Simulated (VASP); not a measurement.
# BN (F-43m) in VASP: further runs

The runs below take BN through single point, relaxation of cell and atoms, with PBE.

All numbers are computed with VASP 6.6.1; they aren't measurements. Logs are shortened: lines on timing, memory, paths and dates and some standing lists are left out, and cuts for length are marked.

### 1 The cell of the first run

It takes space group F-43m (No. 216, cubic). The conventional cell has a = 3.566 Å, b = 3.566 Å, c = 3.566 Å, α = 90.00°, β = 90.00°, γ = 90.00°. B (site symmetry -43m) has 4 N at 1.54 Å within 2.1 Å. N (site symmetry -43m) has 4 B at 1.54 Å within 2.1 Å.

### 2 Single point, PBE

INCAR

```
SYSTEM = BN
ALGO     = Normal         ! electronic algorithm
EDIFF    = 1E-6           ! SCF threshold, eV
ENCUT    = 600            ! plane-wave cutoff, eV
GGA      = PE             ! functional
GGA_COMPAT= .FALSE.      
ISIF     = 2              ! what is computed and relaxed
ISMEAR   = 0              ! smearing method
LASPH    = .TRUE.         ! aspherical terms in the spheres
LCHARG   = .FALSE.        ! write CHGCAR
LREAL    = .FALSE.        ! projectors in reciprocal space
LWAVE    = .FALSE.        ! write WAVECAR
NBANDS   = 11             ! bands
NELM     = 120            ! most SCF steps
PREC     = Accurate       ! precision mode
SIGMA    = 0.01           ! smearing width, eV
```

KPOINTS

```
k-points
0
G
  11 11 11
  0 0 0
```

POSCAR

```
BN
1.0
    0.0000000000      1.7829512829      1.7829512829
    1.7829512829      0.0000000000      1.7829512829
    1.7829512829      1.7829512829      0.0000000000
B N
1 1
Direct
    0.0000000000      0.0000000000      0.0000000000
    0.2500000000      0.2500000000      0.2500000000
```

Potentials or basis: VASP PAW PBE potentials, release 64 (B, N).

Command:

```sh
$ cat potpaw_PBE.64/B/POTCAR potpaw_PBE.64/N/POTCAR > POTCAR
$ mpirun -np 1 vasp_std > vasp.out
```

OUTCAR:

```text
SYSTEM = BN
   EDIFF = 1E-6
   ENCUT = 600
   GGA = PE
   ISIF = 2
   ISMEAR = 0
   LASPH = .TRUE.
   LREAL = .FALSE.
   NELM = 120
   PREC = Accurate

 ion  position               nearest neighbor table
   1  0.000  0.000  0.000-   2 1.54   2 1.54   2 1.54   2 1.54
   2  0.250  0.250  0.250-   1 1.54   1 1.54   1 1.54   1 1.54

  LATTYP: Found a face centered cubic cell.
 ALAT       =     3.5659025658

  Lattice vectors:

 A1 = (   0.0000000000,   1.7829512829,   1.7829512829)
 A2 = (   1.7829512829,   0.0000000000,   1.7829512829)
 A3 = (   1.7829512829,   1.7829512829,   0.0000000000)

Analysis of symmetry for initial positions (statically):
=====================================================================
 Subroutine PRICEL returns:
 Original cell was already a primitive cell.

 Routine SETGRP: Setting up the symmetry group for a
 face centered cubic supercell.

 Subroutine GETGRP returns: Found 24 space group operations
 (whereof 24 operations were pure point group operations)
 out of a pool of 48 trial point group operations.

The static configuration has the point symmetry T_d .

Analysis of symmetry for dynamics (positions and initial velocities):
=====================================================================
 Subroutine PRICEL returns:
 Original cell was already a primitive cell.

 Routine SETGRP: Setting up the symmetry group for a
 face centered cubic supercell.

 Subroutine GETGRP returns: Found 24 space group operations
 (whereof 24 operations were pure point group operations)
 out of a pool of 48 trial point group operations.

The dynamic configuration has the point symmetry T_d .

 Subroutine INISYM returns: Found 24 space group operations
 (whereof 24 operations are pure point group operations),
 and found     1 'primitive' translations

----------------------------------------------------------------------------------------

                                     Primitive cell

  volume of cell :      11.3357

  direct lattice vectors                    reciprocal lattice vectors
     0.000000000  1.782951283  1.782951283    -0.280433910  0.280433910  0.280433910
     1.782951283  0.000000000  1.782951283     0.280433910 -0.280433910  0.280433910
     1.782951283  1.782951283  0.000000000     0.280433910  0.280433910 -0.280433910

  length of vectors
     2.521473885  2.521473885  2.521473885     0.485725781  0.485725781  0.485725781

  position of ions in fractional coordinates (direct lattice)
     0.000000000  0.000000000  0.000000000
     0.250000000  0.250000000  0.250000000

  ion indices of the primitive-cell ions
   primitive index   ion index
                 1           1
                 2           2

----------------------------------------------------------------------------------------

 KPOINTS: k-points

Automatic generation of k-mesh.
 Grid dimensions read from file:
 generate k-points for:   11   11   11

 Generating k-lattice:

  Cartesian coordinates                     Fractional coordinates (reciprocal lattice)
    -0.025493992  0.025493992  0.025493992     0.090909091  0.000000000  0.000000000
     0.025493992 -0.025493992  0.025493992     0.000000000  0.090909091  0.000000000
     0.025493992  0.025493992 -0.025493992     0.000000000  0.000000000  0.090909091

  Length of vectors
     0.044156889  0.044156889  0.044156889

  Shift w.r.t. Gamma in fractional coordinates (k-lattice)
     0.000000000  0.000000000  0.000000000

 Subroutine IBZKPT returns following result:
 ===========================================

 Found     56 irreducible k-points:

 Following reciprocal coordinates:
            Coordinates               Weight
  0.000000  0.000000  0.000000      1.000000
  0.090909  0.000000  0.000000      8.000000
  0.181818  0.000000  0.000000      8.000000
  0.272727  0.000000  0.000000      8.000000
  0.363636  0.000000  0.000000      8.000000
  0.454545  0.000000  0.000000      8.000000
[... 16 lines left out ...]
 -0.272727  0.181818  0.000000     24.000000
 -0.181818  0.181818  0.000000     12.000000
 [... further k-points ...]
   k-points           NKPTS =     56   k-points in BZ     NKDIM =     56   number of bands    NBANDS=     11
   number of dos      NEDOS =    301   number of ions     NIONS =      2
   total plane-waves  NPLWV =   8000
   dimension x,y,z NGX =    20 NGY =   20 NGZ =   20
   dimension x,y,z NGXF=    40 NGYF=   40 NGZF=   40
   ions per type =               1   1
   NGX,Y,Z   is equivalent  to a cutoff of  13.19, 13.19, 13.19 a.u.
   NGXF,Y,Z  is equivalent  to a cutoff of  26.37, 26.37, 26.37 a.u.
 SYSTEM =  BN
   PREC   = accura    normal or accurate (medium, high low for compatibility)
   ISTART =      0    job   : 0-new  1-cont  2-samecut
   ICHARG =      2    charge: 1-file 2-atom 10-const
   ISPIN  =      1    spin polarized calculation?
   LNONCOLLINEAR =      F non collinear calculations
   LSORBIT =      F    spin-orbit coupling
   LASPH  =      T    aspherical Exc in radial PAW
   ENCUT  =  600.0 eV  44.10 Ry    6.64 a.u.   5.04  5.04  5.04*2*pi/ulx,y,z
   NELM   =    120;   NELMIN=  2; NELMDL= -5     # of ELM steps
   EDIFF  = 0.1E-05   stopping-criterion for ELM
   LREAL  =      F    real-space projection
   EDIFFG = 0.1E-04   stopping-criterion for IOM
   NSW    =      0    number of steps for IOM
   IBRION =     -1    ionic relax: 0-MD 1-quasi-New 2-CG
   NFREE  =      0    steps in history (QN), initial steepest desc. (CG)
   ISIF   =      2    stress and relaxation
   ISYM   =      2    0-nonsym 1-usesym 2-fastsym
   POTIM  = 0.5000    time-step for ionic-motion
   TEBEG  =    0.0;   TEEND  =   0.0 temperature during run
   PSTRESS=    0.0 pullay stress
   NELECT =       8.0000    total number of electrons
   NUPDOWN=      -1.0000    fix difference up-down
   EMIN   =  10.00;   EMAX   =-10.00  energy-range for DOS
   EFERMI =   0.00;   METHOD = LEGACY
   ISMEAR =     0;   SIGMA  =   0.01  broadening in eV -4-tet -1-fermi 0-gaus
   EFERMI_NEDOS =   21; number of points for ismear=-14 and -15
   IALGO  =     38    algorithm
   IMIX   =      4    mixing-type and parameters
     AMIX     =   0.40;   BMIX     =  1.00
     AMIX_MAG =   1.60;   BMIX_MAG =  1.00
  volume/ion in A,a.u.               =       5.67        38.25
  Fermi-wavevector in a.u.,A,eV,Ry     =   1.457545  2.754361 28.904732  2.124438
  Thomas-Fermi vector in A             =   2.574334
   LORBIT       =      0    0 simple, 1 ext, 2 COOP (PROOUT), +10 PAW based schemes
   GGA     = PE    functional components
   LHFCALC =     F    Hartree Fock is set to
   AEXX    =    0.0000 exact exchange contribution
   IVDW    =     0    specifies the selected vdW correction
   LEPSILON=     F    determine dielectric tensor
   LRPA    =     F    only Hartree local field effects (RPA)
 non-spin polarized calculation
 Gauss-broadening in eV      SIGMA  =   0.01
  energy-cutoff  :      600.00
  volume of cell :       11.34
 maximum number of plane-waves:       385
   NGX =  9   NGY =  9   NGZ =  9

 number of electron       7.9999998 magnetization

 Free energy of the ion-electron system (eV)
  ---------------------------------------------------
  ext. energy  EPLUGINS =         0.00000000
  ---------------------------------------------------
  free energy    TOTEN  =       -17.41856053 eV

  energy without entropy =      -17.41856053  energy(sigma->0) =      -17.41856053

 E-fermi :   8.0112     XC(G=0): -13.0260

 val. band max:        7.9168829226   @ k =   0.0000   0.0000   0.0000
 cond. band min:      12.5269705434   @ k =   0.4545   0.4545   0.0000
 fundamental gap:      4.6100876207
 Fermi energy:         8.0111632815

 k-point     1 :       0.0000    0.0000    0.0000
  band No.  band energies     occupation
      1     -12.7884      2.00000
      2       7.9169      2.00000
      3       7.9169      2.00000
      4       7.9169      2.00000
      5      16.9322      0.00000
      6      16.9322      0.00000
      7      16.9322      0.00000
      8      18.9423      0.00000
      9      33.4490      0.00000
     10      36.1899      0.00000
     11      36.1899      0.00000

 k-point     2 :       0.0909    0.0000    0.0000
  band No.  band energies     occupation
      1     -12.5809      2.00000
      2       6.8170      2.00000
      3       7.6940      2.00000
      4       7.6940      2.00000
      5      17.2369      0.00000
      6      17.2696      0.00000
      7      17.2696      0.00000
      8      19.5696      0.00000
      9      33.0900      0.00000
     10      33.7175      0.00000
     11      33.7175      0.00000

 k-point     3 :       0.1818    0.0000    0.0000
  band No.  band energies     occupation
      1     -11.9664      2.00000
      2       4.3659      2.00000
      3       7.1722      2.00000
      4       7.1722      2.00000
      5      17.6862      0.00000
      6      18.0116      0.00000
      7      18.0116      0.00000
      8      21.0034      0.00000
      9      32.1367      0.00000
     10      32.1367      0.00000
     11      32.3318      0.00000

 k-point     4 :       0.2727    0.0000    0.0000
  band No.  band energies     occupation
      1     -10.9796      2.00000
      2       1.5777      2.00000
      3       6.6053      2.00000
      4       6.6053      2.00000
      5      18.0902      0.00000
      6      18.6267      0.00000
      7      18.6267      0.00000
      8      22.3280      0.00000
      9      31.7983      0.00000
     10      32.0237      0.00000
     11      32.0237      0.00000
[... 239 lines left out ...]
 k-point    22 :      -0.3636    0.1818    0.0000
  band No.  band energies     occupation
      1      -8.3242      2.00000
      2      -1.7340      2.00000
      3       3.1865      2.00000
      4       5.4288      2.00000
      5      17.6082      0.00000
      6      20.4338      0.00000
      7      20.8014      0.00000
      8      23.9598      0.00000
      9      29.6079      0.00000
     10      32.2242      0.00000
     11      35.5119      0.00000

 k-point    23 :      -0.2727    0.1818    0.0000
  band No.  band energies     occupation
      1      -9.5129      2.00000
      2       0.1981      2.00000
      3       3.2523      2.00000
      4       6.1250      2.00000
      5      18.3883      0.00000
      6      19.6986      0.00000
      7      20.2783      0.00000
      8      22.8544      0.00000
      9      30.1703      0.00000
     10      30.6058      0.00000
     11      35.5138      0.00000

 k-point    24 :      -0.1818    0.1818    0.0000
  band No.  band energies     occupation
      1     -10.6539      2.00000
      2       2.2166      2.00000
      3       4.0116      2.00000
      4       6.8302      2.00000
      5      18.7760      0.00000
      6      18.9299      0.00000
      7      19.3487      0.00000
      8      21.9574      0.00000
      9      29.4953      0.00000
     10      30.7678      0.00000
     11      35.5814      0.00000

 [... further k-points ...]
[... 5 lines left out ...]
  --------------------------------------------------------------------------------------
  -------------------------------------------------------------------------------------
  Total        1.4187341      1.4187341      1.4187341      0.0000000      0.0000000      0.0000000
  in kB      200.5225305    200.5225305    200.5225305      0.0000000      0.0000000      0.0000000
  external PRESSURE =     200.5225305 kB  Pullay stress =       0.0000000 kB

 VOLUME and BASIS-vectors are now :
 -----------------------------------------------------------------------------
  energy-cutoff  :      600.00
  volume of cell :       11.34
      direct lattice vectors                 reciprocal lattice vectors
     0.000000000  1.782951283  1.782951283    -0.280433910  0.280433910  0.280433910
     1.782951283  0.000000000  1.782951283     0.280433910 -0.280433910  0.280433910
     1.782951283  1.782951283  0.000000000     0.280433910  0.280433910 -0.280433910

 POSITION                                       TOTAL-FORCE (eV/Angst)
 -----------------------------------------------------------------------------------
      0.00000      0.00000      0.00000         0.000000      0.000000      0.000000
      0.89148      0.89148      0.89148        -0.000000     -0.000000     -0.000000
 -----------------------------------------------------------------------------------
    total drift:                                0.000000      0.000000      0.000000

  FREE ENERGIE OF THE ION-ELECTRON SYSTEM (eV)
  ---------------------------------------------------
  free  energy   TOTEN  =       -17.4185605338 eV

  energy  without entropy=      -17.4185605338  energy(sigma->0) =      -17.41856053
```

It took 5.6 s on 1 thread of AMD EPYC 7R13 (Zen 3), shared host; peak memory 0.09 GiB.

Results:

```yaml
Free_energy: -17.4186 eV
Pressure: 20.1 GPa
Band_gap_on_the_k_mesh: 4.61 eV (least direct gap 9.02 eV)
```

Caveat: the cell stands under pressure; an odd mesh through Γ misses points on the zone boundary, where band edges can lie.

(Continued in part 2 of 2.)
